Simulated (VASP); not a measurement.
# LiCl (Fm-3m) in VASP: further runs

Runs on LiCl. Level: PBEsol. Tasks: single point, relaxation of cell and atoms.

Everything below comes from runs of VASP 6.6.1. Logs are shortened: lines on timing, memory, paths and dates and some standing lists are left out, and cuts for length are marked.

### Step 1. The cell of the first run

Symmetry: Fm-3m, No. 225, cubic system. Conventional cell: a = 5.063 Å, b = 5.063 Å, c = 5.063 Å, α = 90.00°, β = 90.00°, γ = 90.00°. Li (site symmetry m-3m) has 6 Cl at 2.53 Å within 3.3 Å. Within 3.3 Å of Cl (site symmetry m-3m) lie 6 Li at 2.53 Å.

### Step 2. Single point, PBEsol

File INCAR:

```
ALGO = Normal ; EDIFF = 1E-6
ENCUT = 520 ; GGA = PS
ISIF = 2 ; ISMEAR = 0
LASPH = True ; LCHARG = False
LREAL = False ; LWAVE = False
NBANDS = 12 ; NELM = 80
PREC = Accurate ; SIGMA = 0.01
```

File KPOINTS:

```
k-points
0
Gamma
  8 8 8
```

File POSCAR:

```
LiCl
1.0
    0.0000000000      2.5314110716      2.5314110716
    2.5314110716      0.0000000000      2.5314110716
    2.5314110716      2.5314110716      0.0000000000
Li Cl
1 1
Direct
    0.0000000000      0.0000000000      0.0000000000
    0.5000000000      0.5000000000      0.5000000000
```

Potentials or basis: VASP PAW PBE potentials, release 64 (Li_sv, Cl).

Launch:

```
$ cat potpaw_PBE.64/Li_sv/POTCAR potpaw_PBE.64/Cl/POTCAR > POTCAR
$ mpirun -np 1 vasp_std > vasp.out
```

OUTCAR:

```text
EDIFF = 1E-6
   ENCUT = 520
   GGA = PS
   ISIF = 2
   ISMEAR = 0
   LASPH = True
   LREAL = False
   NELM = 80
   PREC = Accurate

 ion  position               nearest neighbor table
   1  0.000  0.000  0.000-   2 2.53   2 2.53   2 2.53   2 2.53   2 2.53   2 2.53
   2  0.500  0.500  0.500-   1 2.53   1 2.53   1 2.53   1 2.53   1 2.53   1 2.53

  LATTYP: Found a face centered cubic cell.
 ALAT       =     5.0628221432

  Lattice vectors:

 A1 = (   0.0000000000,   2.5314110716,   2.5314110716)
 A2 = (   2.5314110716,   0.0000000000,   2.5314110716)
 A3 = (   2.5314110716,   2.5314110716,   0.0000000000)

Analysis of symmetry for initial positions (statically):
=====================================================================
 Subroutine PRICEL returns:
 Original cell was already a primitive cell.

 Routine SETGRP: Setting up the symmetry group for a
 face centered cubic supercell.

 Subroutine GETGRP returns: Found 48 space group operations
 (whereof 48 operations were pure point group operations)
 out of a pool of 48 trial point group operations.

The static configuration has the point symmetry O_h .

Analysis of symmetry for dynamics (positions and initial velocities):
=====================================================================
 Subroutine PRICEL returns:
 Original cell was already a primitive cell.

 Routine SETGRP: Setting up the symmetry group for a
 face centered cubic supercell.

 Subroutine GETGRP returns: Found 48 space group operations
 (whereof 48 operations were pure point group operations)
 out of a pool of 48 trial point group operations.

The dynamic configuration has the point symmetry O_h .

 Subroutine INISYM returns: Found 48 space group operations
 (whereof 48 operations are pure point group operations),
 and found     1 'primitive' translations

----------------------------------------------------------------------------------------

                                     Primitive cell

  volume of cell :      32.4428

  direct lattice vectors                    reciprocal lattice vectors
     0.000000000  2.531411072  2.531411072    -0.197518295  0.197518295  0.197518295
     2.531411072  0.000000000  2.531411072     0.197518295 -0.197518295  0.197518295
     2.531411072  2.531411072  0.000000000     0.197518295  0.197518295 -0.197518295

  length of vectors
     3.579955869  3.579955869  3.579955869     0.342111723  0.342111723  0.342111723

  position of ions in fractional coordinates (direct lattice)
     0.000000000  0.000000000  0.000000000
     0.500000000  0.500000000  0.500000000

  ion indices of the primitive-cell ions
   primitive index   ion index
                 1           1
                 2           2

----------------------------------------------------------------------------------------

 KPOINTS: k-points

Automatic generation of k-mesh.
 Grid dimensions read from file:
 generate k-points for:    8    8    8

 Generating k-lattice:

  Cartesian coordinates                     Fractional coordinates (reciprocal lattice)
    -0.024689787  0.024689787  0.024689787     0.125000000  0.000000000  0.000000000
     0.024689787 -0.024689787  0.024689787     0.000000000  0.125000000  0.000000000
     0.024689787  0.024689787 -0.024689787     0.000000000  0.000000000  0.125000000

  Length of vectors
     0.042763965  0.042763965  0.042763965

  Shift w.r.t. Gamma in fractional coordinates (k-lattice)
     0.000000000  0.000000000  0.000000000

 Subroutine IBZKPT returns following result:
 ===========================================

 Found     29 irreducible k-points:

 Following reciprocal coordinates:
            Coordinates               Weight
  0.000000  0.000000  0.000000      1.000000
  0.125000  0.000000  0.000000      8.000000
  0.250000  0.000000  0.000000      8.000000
  0.375000  0.000000  0.000000      8.000000
  0.500000  0.000000  0.000000      4.000000
  0.125000  0.125000  0.000000      6.000000
[... 16 lines left out ...]
  0.500000  0.250000  0.125000     48.000000
 -0.375000  0.250000  0.125000     24.000000
 [... further k-points ...]
   k-points           NKPTS =     29   k-points in BZ     NKDIM =     29   number of bands    NBANDS=     12
   number of dos      NEDOS =    301   number of ions     NIONS =      2
   total plane-waves  NPLWV =  21952
   dimension x,y,z NGX =    28 NGY =   28 NGZ =   28
   dimension x,y,z NGXF=    56 NGYF=   56 NGZF=   56
   ions per type =               1   1
   NGX,Y,Z   is equivalent  to a cutoff of  13.00, 13.00, 13.00 a.u.
   NGXF,Y,Z  is equivalent  to a cutoff of  26.01, 26.01, 26.01 a.u.
 SYSTEM =  unknown system
   PREC   = accura    normal or accurate (medium, high low for compatibility)
   ISTART =      0    job   : 0-new  1-cont  2-samecut
   ICHARG =      2    charge: 1-file 2-atom 10-const
   ISPIN  =      1    spin polarized calculation?
   LNONCOLLINEAR =      F non collinear calculations
   LSORBIT =      F    spin-orbit coupling
   LASPH  =      T    aspherical Exc in radial PAW
   ENCUT  =  520.0 eV  38.22 Ry    6.18 a.u.   6.66  6.66  6.66*2*pi/ulx,y,z
   NELM   =     80;   NELMIN=  2; NELMDL= -5     # of ELM steps
   EDIFF  = 0.1E-05   stopping-criterion for ELM
   LREAL  =      F    real-space projection
   EDIFFG = 0.1E-04   stopping-criterion for IOM
   NSW    =      0    number of steps for IOM
   IBRION =     -1    ionic relax: 0-MD 1-quasi-New 2-CG
   NFREE  =      0    steps in history (QN), initial steepest desc. (CG)
   ISIF   =      2    stress and relaxation
   ISYM   =      2    0-nonsym 1-usesym 2-fastsym
   POTIM  = 0.5000    time-step for ionic-motion
   TEBEG  =    0.0;   TEEND  =   0.0 temperature during run
   PSTRESS=    0.0 pullay stress
   NELECT =      10.0000    total number of electrons
   NUPDOWN=      -1.0000    fix difference up-down
   EMIN   =  10.00;   EMAX   =-10.00  energy-range for DOS
   EFERMI =   0.00;   METHOD = LEGACY
   ISMEAR =     0;   SIGMA  =   0.01  broadening in eV -4-tet -1-fermi 0-gaus
   EFERMI_NEDOS =   21; number of points for ismear=-14 and -15
   IALGO  =     38    algorithm
   IMIX   =      4    mixing-type and parameters
     AMIX     =   0.40;   BMIX     =  1.00
     AMIX_MAG =   1.60;   BMIX_MAG =  1.00
  volume/ion in A,a.u.               =      16.22       109.47
  Fermi-wavevector in a.u.,A,eV,Ry     =   1.105865  2.089782 16.639077  1.222938
  Thomas-Fermi vector in A             =   2.242358
   LORBIT       =      0    0 simple, 1 ext, 2 COOP (PROOUT), +10 PAW based schemes
   GGA     = PS    functional components
   LHFCALC =     F    Hartree Fock is set to
   AEXX    =    0.0000 exact exchange contribution
   IVDW    =     0    specifies the selected vdW correction
   LEPSILON=     F    determine dielectric tensor
   LRPA    =     F    only Hartree local field effects (RPA)
 non-spin polarized calculation
 Gauss-broadening in eV      SIGMA  =   0.01
  energy-cutoff  :      520.00
  volume of cell :       32.44
 maximum number of plane-waves:       893
   NGX = 13   NGY = 13   NGZ = 13

 number of electron      10.0000000 magnetization

 number of electron       9.9999996 magnetization

 Free energy of the ion-electron system (eV)
  ---------------------------------------------------
  ext. energy  EPLUGINS =         0.00000000
  ---------------------------------------------------
  free energy    TOTEN  =        -7.63912783 eV

  energy without entropy =       -7.63912783  energy(sigma->0) =       -7.63912783

 E-fermi :   0.9696     XC(G=0):  -9.0824

 val. band max:        0.8369312083   @ k =   0.0000   0.0000   0.0000
 cond. band min:       7.2018679283   @ k =   0.0000   0.0000   0.0000
 fundamental gap:      6.3649367200
 Fermi energy:         0.9696432488

 k-point     1 :       0.0000    0.0000    0.0000
  band No.  band energies     occupation
      1     -41.9145      2.00000
      2     -12.6996      2.00000
      3       0.8369      2.00000
      4       0.8369      2.00000
      5       0.8369      2.00000
      6       7.2019      0.00000
      7      12.6798      0.00000
      8      12.6798      0.00000
      9      12.6798      0.00000
     10      15.4801      0.00000
     11      15.4801      0.00000
     12      15.5290      0.00000

 k-point     2 :       0.1250    0.0000    0.0000
  band No.  band energies     occupation
      1     -41.9140      2.00000
      2     -12.6162      2.00000
      3       0.2664      2.00000
      4       0.7917      2.00000
      5       0.7917      2.00000
      6       7.6716      0.00000
      7      11.8905      0.00000
      8      12.6139      0.00000
      9      12.6139      0.00000
     10      13.9423      0.00000
     11      13.9424      0.00000
     12      15.9282      0.00000

 k-point     3 :       0.2500    0.0000    0.0000
  band No.  band energies     occupation
      1     -41.9126      2.00000
      2     -12.4024      2.00000
      3      -0.8698      2.00000
      4       0.6889      2.00000
      5       0.6889      2.00000
      6       8.0147      0.00000
      7      11.4735      0.00000
      8      11.4735      0.00000
      9      11.8378      0.00000
     10      14.7923      0.00000
     11      14.7923      0.00000
     12      16.5007      0.00000

 k-point     4 :       0.3750    0.0000    0.0000
  band No.  band energies     occupation
      1     -41.9112      2.00000
      2     -12.1680      2.00000
      3      -1.8309      2.00000
      4       0.5942      2.00000
      5       0.5942      2.00000
      6       7.6461      0.00000
      7      10.5613      0.00000
      8      10.5613      0.00000
      9      13.1866      0.00000
     10      16.6413      0.00000
     11      16.6413      0.00000
     12      17.1774      0.00000

 k-point     5 :       0.5000    0.0000    0.0000
  band No.  band energies     occupation
      1     -41.9106      2.00000
      2     -12.0638      2.00000
      3      -2.2005      2.00000
      4       0.5571      2.00000
      5       0.5571      2.00000
      6       7.4360      0.00000
      7      10.2452      0.00000
      8      10.2452      0.00000
      9      14.0702      0.00000
     10      17.8010      0.00000
     11      18.1453      0.00000
     12      18.1453      0.00000
[... 228 lines left out ...]
      1     -41.9095      2.00000
      2     -11.7842      2.00000
      3      -2.3090      2.00000
      4      -0.3629      2.00000
      5      -0.3629      2.00000
      6       8.6949      0.00000
      7       8.8651      0.00000
      8      13.4454      0.00000
      9      15.1264      0.00000
     10      15.1264      0.00000
     11      18.0472      0.00000
     12      19.6725      0.00000

 k-point    22 :       0.3750    0.2500    0.1250
  band No.  band energies     occupation
      1     -41.9116      2.00000
      2     -12.2259      2.00000
      3      -1.0931      2.00000
      4      -0.1111      2.00000
      5       0.4689      2.00000
      6       9.3152      0.00000
      7      10.4633      0.00000
      8      10.4865      0.00000
      9      12.5854      0.00000
     10      13.9562      0.00000
     11      17.4409      0.00000
     12      18.0660      0.00000

 k-point    23 :       0.5000    0.2500    0.1250
  band No.  band energies     occupation
      1     -41.9106      2.00000
      2     -12.0228      2.00000
      3      -1.6649      2.00000
      4      -0.4896      2.00000
      5       0.2994      2.00000
      6       9.1627      0.00000
      7      10.1639      0.00000
      8      11.1582      0.00000
      9      12.3069      0.00000
     10      15.3337      0.00000
     11      18.5158      0.00000
     12      18.9149      0.00000

 k-point    24 :      -0.3750    0.2500    0.1250
  band No.  band energies     occupation
      1     -41.9101      2.00000
      2     -11.9335      2.00000
      3      -1.9181      2.00000
      4      -0.5941      2.00000
      5       0.2037      2.00000
      6       8.9603      0.00000
      7      10.1122      0.00000
      8      11.3724      0.00000
      9      12.7081      0.00000
     10      16.4424      0.00000
     11      17.1328      0.00000
     12      19.2470      0.00000

 [... further k-points ...]

------------------------ aborting loop because EDIFF is reached ----------------------------------------

  FORCE on cell =-STRESS in cart. coord.  units (eV):
  Direction    XX          YY          ZZ          XY          YZ          ZX
  --------------------------------------------------------------------------------------
  -------------------------------------------------------------------------------------
  Total       -0.0085081     -0.0085081     -0.0085081      0.0000000      0.0000000      0.0000000
  in kB       -0.4201683     -0.4201683     -0.4201683      0.0000000      0.0000000      0.0000000
  external PRESSURE =      -0.4201683 kB  Pullay stress =       0.0000000 kB

 VOLUME and BASIS-vectors are now :
 -----------------------------------------------------------------------------
  energy-cutoff  :      520.00
  volume of cell :       32.44
      direct lattice vectors                 reciprocal lattice vectors
     0.000000000  2.531411072  2.531411072    -0.197518295  0.197518295  0.197518295
     2.531411072  0.000000000  2.531411072     0.197518295 -0.197518295  0.197518295
     2.531411072  2.531411072  0.000000000     0.197518295  0.197518295 -0.197518295

 POSITION                                       TOTAL-FORCE (eV/Angst)
 -----------------------------------------------------------------------------------
      0.00000      0.00000      0.00000        -0.000000     -0.000000     -0.000000
      2.53141      2.53141      2.53141         0.000000      0.000000      0.000000
 -----------------------------------------------------------------------------------
    total drift:                                0.000000      0.000000      0.000000

  FREE ENERGIE OF THE ION-ELECTRON SYSTEM (eV)
  ---------------------------------------------------
  free  energy   TOTEN  =        -7.6391278335 eV

  energy  without entropy=       -7.6391278335  energy(sigma->0) =       -7.63912783
```

Run time: 9.8 s. Hardware: 1 thread of AMD EPYC 7R13 (Zen 3), shared host; peak memory 0.12 GiB.

Results:

- Free energy: -7.6391 eV
- Band gap on the k mesh: 6.37 eV

Caveat: the cutoff is under 1.25 times the usual one of these potentials, so pressure, stress and relaxed cells hold a basis-set (Pulay) error; the PAW data sets were made with another functional, which shifts forces and pressure a little.

### Step 3. Relaxation of cell and atoms, PBEsol

This run uses another cell than the first one, of 16.87 Å³/atom.

File INCAR:

```
PREC     = Accurate       # precision mode
ENCUT    = 600            # plane-wave cutoff, eV
EDIFF    = 1E-7           # SCF threshold, eV
ISMEAR   = 0              # smearing method
SIGMA    = 0.01           # smearing width, eV
LREAL    = F              # projectors in reciprocal space
LASPH    = T              # aspherical terms in the spheres
NELM     = 60             # most SCF steps
ALGO     = Normal         # electronic algorithm
ISIF     = 3              # what is computed and relaxed
LWAVE    = F              # write WAVECAR
LCHARG   = F              # write CHGCAR
GGA      = PS             # functional
IBRION   = 2              # ionic algorithm
NSW      = 100            # ionic steps
EDIFFG   = -0.002         # ionic threshold
```

File KPOINTS:

```
regular mesh
0
Gamma
  8 8 8
```

File POSCAR:

```
LiCl
1.0
    0.0000000000      2.5647700000      2.5647700000
    2.5647700000      0.0000000000      2.5647700000
    2.5647700000      2.5647700000      0.0000000000
Li Cl
1 1
Direct
    0.0000000000      0.0000000000      0.0000000000
    0.5000000000      0.5000000000      0.5000000000
```

Potentials or basis: VASP PAW PBE potentials, release 64 (Li_sv, Cl).

Launch:

```
$ cat potpaw_PBE.64/Li_sv/POTCAR potpaw_PBE.64/Cl/POTCAR > POTCAR
$ mpirun -np 1 vasp_std > vasp.out
```

Run time: 32 s. Hardware: 1 thread of AMD EPYC 7R13 (Zen 3), shared host; peak memory 0.13 GiB.

It converged, with:

* Free energy: -7.6403 eV
* Relaxed volume: 16.20 Å³/atom
* Relaxed cell: a = 3.578 Å, b = 3.578 Å, c = 3.578 Å, α = 60.00°, β = 60.00°, γ = 60.00°
* Space group after relaxing (to 0.1 Å): Fm-3m (No. 225)
* Energy gained by relaxing: 2.8 meV/atom
* Ionic steps: 4
* Pressure after relaxing: 0.0 GPa
* Band gap on the k mesh: 6.37 eV

Step by step:
```csv
step,energy change (eV),largest force (eV/Å),pressure (GPa),volume (Å³)
1,0.0000,0.0000,-1.30,33.74
2,-0.0042,0.0000,-0.69,33.08
3,-0.0056,0.0000,-0.07,32.47
4,-0.0057,0.0000,0.00,32.40
```

Final structure:
```yaml
crystal:
  lattice:
    - [0.00000, 2.53036, 2.53036]
    - [2.53036, 0.00000, 2.53036]
    - [2.53036, 2.53036, 0.00000]
  atoms:
    - { symbol: Li, position: [0.00000, 0.00000, 0.00000] }
    - { symbol: Cl, position: [0.50000, 0.50000, 0.50000] }
```

Levels at points of the mesh, in eV from the valence-band top:
| k point | band 2 | band 3 | band 4 | band 5 | band 6 | band 7 | band 8 | band 9 |
| --- | --- | --- | --- | --- | --- | --- | --- | --- |
| (0.00, 0.00, 0.00) | -13.54 | 0.00 | 0.00 | 0.00 | 6.37 | 11.84 | 11.84 | 11.84 |
| (0.50, 0.00, 0.00) | -12.90 | -3.04 | -0.28 | -0.28 | 6.60 | 9.41 | 9.41 | 13.24 |
| (0.50, 0.50, 0.00) | -12.62 | -3.15 | -1.20 | -1.20 | 7.86 | 8.03 | 12.62 | 14.30 |

Caveat: the cutoff is under 1.25 times the usual one of these potentials, so pressure, stress and relaxed cells hold a basis-set (Pulay) error; the PAW data sets were made with another functional, which shifts forces and pressure a little. A k mesh can miss the band edges.
